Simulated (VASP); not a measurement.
# BAs (zincblende type) (F-43m) in VASP: notebook

BAs (zincblende type) is run at these levels: PBEsol; tasks: single point.

Everything below comes from runs of VASP 6.6.1. Logs are shortened: lines on timing, memory, paths and dates and some standing lists are left out, and cuts for length are marked.

**1. The cell of the first run**

Symmetry: F-43m, No. 216, cubic system. Conventional cell: a = 4.109 Å, b = 4.109 Å, c = 4.109 Å, α = 90.00°, β = 90.00°, γ = 90.00°. B (site symmetry -43m) has 4 As at 1.78 Å within 2.4 Å. As (site symmetry -43m) has 4 B at 1.78 Å within 2.4 Å.

**2. Single point, PBEsol (8.67 Å³/atom)**

Input file INCAR:

```
  PREC = Accurate
  ENCUT = 520
  EDIFF = 1E-6
  ISMEAR = -1
  SIGMA = 0.05
  LREAL = F
  LASPH = T
  NELM = 100
  ALGO = Normal
  ISIF = 2
  LWAVE = F
  LCHARG = T
  GGA = PS
  LELF = T
  LVHAR = T
  NBANDS = 11
```

Input file KPOINTS:

```
regular mesh
0
Gamma
  14 14 14
```

Input file POSCAR:

```
BAs
1.0
    0.0000000000      2.0542934330      2.0542934330
    2.0542934330      0.0000000000      2.0542934330
    2.0542934330      2.0542934330      0.0000000000
B As
1 1
Direct
    0.0000000000      0.0000000000      0.0000000000
    0.2500000000      0.2500000000      0.2500000000
```

Potentials or basis: VASP PAW PBE potentials, release 64 (B, As).

Launch:

```console
$ cat potpaw_PBE.64/B/POTCAR potpaw_PBE.64/As/POTCAR > POTCAR
$ mpirun -np 1 vasp_std > vasp.out
```

OUTCAR:

```text
PREC = Accurate
   ENCUT = 520
   EDIFF = 1E-6
   ISMEAR = -1
   LREAL = F
   LASPH = T
   NELM = 100
   ISIF = 2
   GGA = PS

 ion  position               nearest neighbor table
   1  0.000  0.000  0.000-   2 1.78   2 1.78   2 1.78   2 1.78
   2  0.250  0.250  0.250-   1 1.78   1 1.78   1 1.78   1 1.78

  LATTYP: Found a face centered cubic cell.
 ALAT       =     4.1085868660

  Lattice vectors:

 A1 = (   0.0000000000,   2.0542934330,   2.0542934330)
 A2 = (   2.0542934330,   0.0000000000,   2.0542934330)
 A3 = (   2.0542934330,   2.0542934330,   0.0000000000)

Analysis of symmetry for initial positions (statically):
=====================================================================
 Subroutine PRICEL returns:
 Original cell was already a primitive cell.

 Routine SETGRP: Setting up the symmetry group for a
 face centered cubic supercell.

 Subroutine GETGRP returns: Found 24 space group operations
 (whereof 24 operations were pure point group operations)
 out of a pool of 48 trial point group operations.

The static configuration has the point symmetry T_d .

Analysis of symmetry for dynamics (positions and initial velocities):
=====================================================================
 Subroutine PRICEL returns:
 Original cell was already a primitive cell.

 Routine SETGRP: Setting up the symmetry group for a
 face centered cubic supercell.

 Subroutine GETGRP returns: Found 24 space group operations
 (whereof 24 operations were pure point group operations)
 out of a pool of 48 trial point group operations.

The dynamic configuration has the point symmetry T_d .

 Subroutine INISYM returns: Found 24 space group operations
 (whereof 24 operations are pure point group operations),
 and found     1 'primitive' translations

----------------------------------------------------------------------------------------

                                     Primitive cell

  volume of cell :      17.3387

  direct lattice vectors                    reciprocal lattice vectors
     0.000000000  2.054293433  2.054293433    -0.243392688  0.243392688  0.243392688
     2.054293433  0.000000000  2.054293433     0.243392688 -0.243392688  0.243392688
     2.054293433  2.054293433  0.000000000     0.243392688  0.243392688 -0.243392688

  length of vectors
     2.905209634  2.905209634  2.905209634     0.421568501  0.421568501  0.421568501

  position of ions in fractional coordinates (direct lattice)
     0.000000000  0.000000000  0.000000000
     0.250000000  0.250000000  0.250000000

  ion indices of the primitive-cell ions
   primitive index   ion index
                 1           1
                 2           2

----------------------------------------------------------------------------------------

 KPOINTS: regular mesh

Automatic generation of k-mesh.
 Grid dimensions read from file:
 generate k-points for:   14   14   14

 Generating k-lattice:

  Cartesian coordinates                     Fractional coordinates (reciprocal lattice)
    -0.017385192  0.017385192  0.017385192     0.071428571  0.000000000  0.000000000
     0.017385192 -0.017385192  0.017385192     0.000000000  0.071428571  0.000000000
     0.017385192  0.017385192 -0.017385192     0.000000000  0.000000000  0.071428571

  Length of vectors
     0.030112036  0.030112036  0.030112036

  Shift w.r.t. Gamma in fractional coordinates (k-lattice)
     0.000000000  0.000000000  0.000000000

 Subroutine IBZKPT returns following result:
 ===========================================

 Found    104 irreducible k-points:

 Following reciprocal coordinates:
            Coordinates               Weight
  0.000000  0.000000  0.000000      1.000000
  0.071429  0.000000  0.000000      8.000000
  0.142857  0.000000  0.000000      8.000000
  0.214286  0.000000  0.000000      8.000000
  0.285714  0.000000  0.000000      8.000000
  0.357143  0.000000  0.000000      8.000000
[... 16 lines left out ...]
  0.214286  0.142857  0.000000     24.000000
  0.285714  0.142857  0.000000     24.000000
 [... further k-points ...]
   k-points           NKPTS =    104   k-points in BZ     NKDIM =    104   number of bands    NBANDS=     11
   number of dos      NEDOS =    301   number of ions     NIONS =      2
   total plane-waves  NPLWV =  13824
   dimension x,y,z NGX =    24 NGY =   24 NGZ =   24
   dimension x,y,z NGXF=    48 NGYF=   48 NGZF=   48
   ions per type =               1   1
   NGX,Y,Z   is equivalent  to a cutoff of  13.73, 13.73, 13.73 a.u.
   NGXF,Y,Z  is equivalent  to a cutoff of  27.47, 27.47, 27.47 a.u.
 SYSTEM =  unknown system
   PREC   = accura    normal or accurate (medium, high low for compatibility)
   ISTART =      0    job   : 0-new  1-cont  2-samecut
   ICHARG =      2    charge: 1-file 2-atom 10-const
   ISPIN  =      1    spin polarized calculation?
   LNONCOLLINEAR =      F non collinear calculations
   LSORBIT =      F    spin-orbit coupling
   LASPH  =      T    aspherical Exc in radial PAW
   ENCUT  =  520.0 eV  38.22 Ry    6.18 a.u.   5.40  5.40  5.40*2*pi/ulx,y,z
   NELM   =    100;   NELMIN=  2; NELMDL= -5     # of ELM steps
   EDIFF  = 0.1E-05   stopping-criterion for ELM
   LREAL  =      F    real-space projection
   EDIFFG = 0.1E-04   stopping-criterion for IOM
   NSW    =      0    number of steps for IOM
   IBRION =     -1    ionic relax: 0-MD 1-quasi-New 2-CG
   NFREE  =      0    steps in history (QN), initial steepest desc. (CG)
   ISIF   =      2    stress and relaxation
   ISYM   =      2    0-nonsym 1-usesym 2-fastsym
   POTIM  = 0.5000    time-step for ionic-motion
   TEBEG  =    0.0;   TEEND  =   0.0 temperature during run
   PSTRESS=    0.0 pullay stress
   NELECT =       8.0000    total number of electrons
   NUPDOWN=      -1.0000    fix difference up-down
   EMIN   =  10.00;   EMAX   =-10.00  energy-range for DOS
   EFERMI =   0.00;   METHOD = LEGACY
   ISMEAR =    -1;   SIGMA  =   0.05  broadening in eV -4-tet -1-fermi 0-gaus
   EFERMI_NEDOS =   21; number of points for ismear=-14 and -15
   IALGO  =     38    algorithm
   IMIX   =      4    mixing-type and parameters
     AMIX     =   0.40;   BMIX     =  1.00
     AMIX_MAG =   1.60;   BMIX_MAG =  1.00
  volume/ion in A,a.u.               =       8.67        58.50
  Fermi-wavevector in a.u.,A,eV,Ry     =   1.265025  2.390550 21.773234  1.600288
  Thomas-Fermi vector in A             =   2.398299
   LORBIT       =      0    0 simple, 1 ext, 2 COOP (PROOUT), +10 PAW based schemes
   GGA     = PS    functional components
   LHFCALC =     F    Hartree Fock is set to
   AEXX    =    0.0000 exact exchange contribution
   IVDW    =     0    specifies the selected vdW correction
   LEPSILON=     F    determine dielectric tensor
   LRPA    =     F    only Hartree local field effects (RPA)
 non-spin polarized calculation
  energy-cutoff  :      520.00
  volume of cell :       17.34
 maximum number of plane-waves:       489
 NGX is ok and might be reduce to    24
   NGX = 11   NGY = 11   NGZ = 11

 number of electron       8.0000000 magnetization

 Free energy of the ion-electron system (eV)
  ---------------------------------------------------
  ext. energy  EPLUGINS =         0.00000000
  ---------------------------------------------------
  free energy    TOTEN  =        -8.86313355 eV

  energy without entropy =       -8.86312544  energy(sigma->0) =       -8.86312949

 E-fermi :  12.3323     XC(G=0): -12.7590

 val. band max:       12.0608087955   @ k =   0.0000   0.0000   0.0000
 cond. band min:      12.6429669435   @ k =   0.4286   0.4286   0.0000
 fundamental gap:      0.5821581480
 Fermi energy:        12.3322910335

 k-point     1 :       0.0000    0.0000    0.0000
  band No.  band energies     occupation
      1      -8.3701      2.00000
      2      12.0608      1.99127
      3      12.0608      1.99127
      4      12.0608      1.99127
      5      16.1535      0.00000
      6      16.1535      0.00000
      7      16.1535      0.00000
      8      22.1792      0.00000
      9      25.0747      0.00000
     10      27.1883      0.00000
     11      27.1883      0.00000

 k-point     2 :       0.0714    0.0000    0.0000
  band No.  band energies     occupation
      1      -8.2480      2.00000
      2      11.0039      2.00000
      3      11.7969      1.99996
      4      11.7969      1.99996
      5      16.4939      0.00000
      6      16.4939      0.00000
      7      16.6384      0.00000
      8      22.2297      0.00000
      9      25.5685      0.00000
     10      25.8458      0.00000
     11      25.8458      0.00000

 k-point     3 :       0.1429    0.0000    0.0000
  band No.  band energies     occupation
      1      -7.8827      2.00000
      2       8.8611      2.00000
      3      11.2219      2.00000
      4      11.2219      2.00000
      5      17.2112      0.00000
      6      17.2112      0.00000
      7      17.2582      0.00000
      8      22.3013      0.00000
      9      24.6850      0.00000
     10      24.6850      0.00000
     11      26.3387      0.00000

 k-point     4 :       0.2143    0.0000    0.0000
  band No.  band energies     occupation
      1      -7.2770      2.00000
      2       6.4798      2.00000
      3      10.6114      2.00000
      4      10.6114      2.00000
      5      17.6055      0.00000
      6      17.7671      0.00000
      7      17.7671      0.00000
      8      22.2278      0.00000
      9      24.3756      0.00000
     10      24.3756      0.00000
     11      26.6926      0.00000
[... 239 lines left out ...]
 k-point    22 :       0.1429    0.1429    0.0000
  band No.  band energies     occupation
      1      -7.7201      2.00000
      2       9.7989      2.00000
      3       9.7989      2.00000
      4      10.5065      2.00000
      5      14.8001      0.00000
      6      19.0706      0.00000
      7      19.0706      0.00000
      8      20.0958      0.00000
      9      24.5987      0.00000
     10      27.8059      0.00000
     11      28.0905      0.00000

 k-point    23 :       0.2143    0.1429    0.0000
  band No.  band energies     occupation
      1      -7.2752      2.00000
      2       8.1151      2.00000
      3       9.1280      2.00000
      4      10.0998      2.00000
      5      14.7987      0.00000
      6      19.0226      0.00000
      7      19.9367      0.00000
      8      19.9911      0.00000
      9      25.1560      0.00000
     10      27.4127      0.00000
     11      28.7685      0.00000

 k-point    24 :       0.2857    0.1429    0.0000
  band No.  band energies     occupation
      1      -6.5928      2.00000
      2       5.9077      2.00000
      3       8.6231      2.00000
      4       9.4916      2.00000
      5      15.2277      0.00000
      6      18.6795      0.00000
      7      20.3879      0.00000
      8      20.4387      0.00000
      9      25.6264      0.00000
     10      27.5355      0.00000
     11      28.7492      0.00000

 [... further k-points ...]

------------------------ aborting loop because EDIFF is reached ----------------------------------------

  FORCE on cell =-STRESS in cart. coord.  units (eV):
  Direction    XX          YY          ZZ          XY          YZ          ZX
  --------------------------------------------------------------------------------------
  -------------------------------------------------------------------------------------
  Total       16.9520383     16.9520383     16.9520383     -0.0000000     -0.0000000     -0.0000000
  in kB     1566.4447359   1566.4447359   1566.4447359     -0.0000000     -0.0000000     -0.0000000
  external PRESSURE =    1566.4447359 kB  Pullay stress =       0.0000000 kB

 VOLUME and BASIS-vectors are now :
 -----------------------------------------------------------------------------
  energy-cutoff  :      520.00
  volume of cell :       17.34
      direct lattice vectors                 reciprocal lattice vectors
     0.000000000  2.054293433  2.054293433    -0.243392688  0.243392688  0.243392688
     2.054293433  0.000000000  2.054293433     0.243392688 -0.243392688  0.243392688
     2.054293433  2.054293433  0.000000000     0.243392688  0.243392688 -0.243392688

 POSITION                                       TOTAL-FORCE (eV/Angst)
 -----------------------------------------------------------------------------------
      0.00000      0.00000      0.00000         0.000000      0.000000     -0.000000
      1.02715      1.02715      1.02715        -0.000000     -0.000000      0.000000
 -----------------------------------------------------------------------------------
    total drift:                               -0.000000     -0.000000     -0.000000

  FREE ENERGIE OF THE ION-ELECTRON SYSTEM (eV)
  ---------------------------------------------------
  free  energy   TOTEN  =        -8.8631335499 eV

  energy  without entropy=       -8.8631254372  energy(sigma->0) =       -8.86312949
```

Run time: 9.7 s. Hardware: 1 thread of Intel Xeon Platinum 8488C (Sapphire Rapids), shared host; peak memory 0.14 GiB.

Results:

| Quantity | Value |
| --- | --- |
| Free energy | -8.8631 eV |
| Pressure | 156.6 GPa |
| Band gap on the k mesh | 0.58 eV (least direct gap 4.06 eV) |

Caveat: the cell stands under pressure; the PAW data sets were made with another functional, which shifts forces and pressure a little. A k mesh can miss the band edges.

**3. Single point, PBEsol (9.75 Å³/atom)**

This run uses another cell than the first one, of 9.75 Å³/atom.

Input file INCAR:

```
SYSTEM = BAs
PREC = Accurate
ENCUT = 520
EDIFF = 1E-6
ISMEAR = -1
SIGMA = 0.05
LREAL = .FALSE.
LASPH = .TRUE.
NELM = 60
ALGO = Normal
ISIF = 2
LWAVE = .FALSE.
LCHARG = .TRUE.
GGA = PS
LELF = .TRUE.
LVHAR = .TRUE.
NBANDS = 11
```

Input file KPOINTS:

```
regular mesh
0
G
  14 14 14
  0 0 0
```

Input file POSCAR:

```
BAs
1.0
    0.0000000000      2.1365512689      2.1365512689
    2.1365512689      0.0000000000      2.1365512689
    2.1365512689      2.1365512689      0.0000000000
B As
1 1
Direct
    0.0000000000      0.0000000000      0.0000000000
    0.2500000000      0.2500000000      0.2500000000
```

Potentials or basis: VASP PAW PBE potentials, release 64 (B, As).

Launch:

```console
$ cat potpaw_PBE.64/B/POTCAR potpaw_PBE.64/As/POTCAR > POTCAR
$ mpirun -np 1 vasp_std > vasp.out
```

OUTCAR:

```text
SYSTEM = BAs
   PREC = Accurate
   ENCUT = 520
   EDIFF = 1E-6
   ISMEAR = -1
   LREAL = .FALSE.
   LASPH = .TRUE.
   NELM = 60
   ISIF = 2
   GGA = PS

 ion  position               nearest neighbor table
   1  0.000  0.000  0.000-   2 1.85   2 1.85   2 1.85   2 1.85
   2  0.250  0.250  0.250-   1 1.85   1 1.85   1 1.85   1 1.85

  LATTYP: Found a face centered cubic cell.
 ALAT       =     4.2731025378

  Lattice vectors:

[... 521 lines left out ...]

------------------------ aborting loop because EDIFF is reached ----------------------------------------

  FORCE on cell =-STRESS in cart. coord.  units (eV):
  Direction    XX          YY          ZZ          XY          YZ          ZX
  --------------------------------------------------------------------------------------
  -------------------------------------------------------------------------------------
  Total       11.2192868     11.2192868     11.2192868      0.0000000      0.0000000      0.0000000
  in kB      921.5223658    921.5223658    921.5223658      0.0000000      0.0000000      0.0000000
  external PRESSURE =     921.5223658 kB  Pullay stress =       0.0000000 kB

 VOLUME and BASIS-vectors are now :
 -----------------------------------------------------------------------------
  energy-cutoff  :      520.00
  volume of cell :       19.51
      direct lattice vectors                 reciprocal lattice vectors
     0.000000000  2.136551269  2.136551269    -0.234022000  0.234022000  0.234022000
     2.136551269  0.000000000  2.136551269     0.234022000 -0.234022000  0.234022000
     2.136551269  2.136551269  0.000000000     0.234022000  0.234022000 -0.234022000

 POSITION                                       TOTAL-FORCE (eV/Angst)
 -----------------------------------------------------------------------------------
      0.00000      0.00000      0.00000        -0.000000     -0.000000     -0.000000
      1.06828      1.06828      1.06828         0.000000      0.000000      0.000000
 -----------------------------------------------------------------------------------
    total drift:                               -0.000000     -0.000000     -0.000000

  FREE ENERGIE OF THE ION-ELECTRON SYSTEM (eV)
  ---------------------------------------------------
  free  energy   TOTEN  =       -10.5126354809 eV

  energy  without entropy=      -10.5126328656  energy(sigma->0) =      -10.51263417
```

It took 10 s on 1 thread of Intel Xeon Platinum 8488C (Sapphire Rapids), shared host; peak memory 0.15 GiB.

What came out:

```yaml
Free_energy: -10.5126 eV
Pressure: 92.2 GPa
Band_gap_on_the_k_mesh: 0.71 eV (least direct gap 3.79 eV)
```

Levels at points of the mesh, in eV from the valence-band top:
| k point | band 2 | band 3 | band 4 | band 5 | band 6 | band 7 |
| --- | --- | --- | --- | --- | --- | --- |
| (0.00, 0.00, 0.00) | 0.00 | 0.00 | 0.00 | 3.79 | 3.79 | 3.79 |
| (0.50, 0.00, 0.00) | -11.71 | -2.44 | -2.44 | 4.94 | 5.07 | 5.07 |
| (0.50, 0.50, 0.00) | -10.68 | -5.69 | -5.69 | 0.83 | 0.98 | 14.82 |

Caveat: the cell stands under pressure; the PAW data sets were made with another functional, which shifts forces and pressure a little. A k mesh can miss the band edges.

**4. Single point, PBEsol (10.84 Å³/atom)**

This run uses another cell than the first one, of 10.84 Å³/atom.

Input file INCAR:

```
SYSTEM = BAs
PREC = Accurate
ENCUT = 520
EDIFF = 1E-6
ISMEAR = -1
SIGMA = 0.05
LREAL = .False.
LASPH = .True.
NELM = 80
ALGO = Normal
ISIF = 2
LWAVE = .False.
LCHARG = .False.
GGA = PS
NBANDS = 11
```

Input file KPOINTS:

```
regular mesh
0
Gamma
  14 14 14
  0 0 0
```

Input file POSCAR:

```
BAs
1.0
    0.0000000000      2.2129205178      2.2129205178
    2.2129205178      0.0000000000      2.2129205178
    2.2129205178      2.2129205178      0.0000000000
B As
1 1
Direct
    0.0000000000      0.0000000000      0.0000000000
    0.2500000000      0.2500000000      0.2500000000
```

Launch:

```console
$ cat potpaw_PBE.64/B/POTCAR potpaw_PBE.64/As/POTCAR > POTCAR
$ mpirun -np 1 vasp_std > vasp.out
```

Wall time 10 s (1 thread of Intel Xeon Platinum 8488C (Sapphire Rapids), shared host); peak memory 0.15 GiB.

The run converged. Its results:

```
Free energy            : -11.4635 eV
Pressure               : 51.3 GPa
Band gap on the k mesh : 0.83 eV (least direct gap 3.58 eV)
```

Levels at points of the mesh, in eV from the valence-band top:
| k point | band 1 | band 2 | band 3 | band 4 | band 5 | band 6 | band 7 | band 8 | band 9 |
| --- | --- | --- | --- | --- | --- | --- | --- | --- | --- |
| (0.00, 0.00, 0.00) | -17.75 | 0.00 | 0.00 | 0.00 | 3.58 | 3.58 | 3.58 | 7.69 | 10.71 |
| (0.50, 0.00, 0.00) | -13.94 | -10.71 | -2.24 | -2.24 | 4.15 | 4.97 | 4.97 | 9.02 | 14.48 |
| (0.50, 0.50, 0.00) | -12.27 | -9.94 | -5.15 | -5.15 | 1.00 | 1.08 | 13.66 | 13.66 | 15.04 |

Caveat: the cell stands under pressure; the PAW data sets were made with another functional, which shifts forces and pressure a little.

**5. Summary**

| cell | gap on the mesh (eV) | pressure (GPa) |
| --- | --- | --- |
| a = 2.905 Å, angles 60.0°, 2 atoms | 0.58 | 156.6 |
| a = 3.022 Å, angles 60.0°, 2 atoms | 0.71 | 92.2 |
| a = 3.130 Å, angles 60.0°, 2 atoms | 0.83 | 51.3 |

Alike in all rows: task single point; level PBEsol; potentials or basis VASP PAW PBE potentials, release 64 (B, As); no spin polarisation; k mesh 14 × 14 × 14; cutoff (eV) 520; smearing fermi-dirac 0.05 eV.

Caveats: the cell stands under pressure; the PAW data sets were made with another functional, which shifts forces and pressure a little.

Total energies depend on the potentials used, so only differences within one code and one set of settings carry meaning.
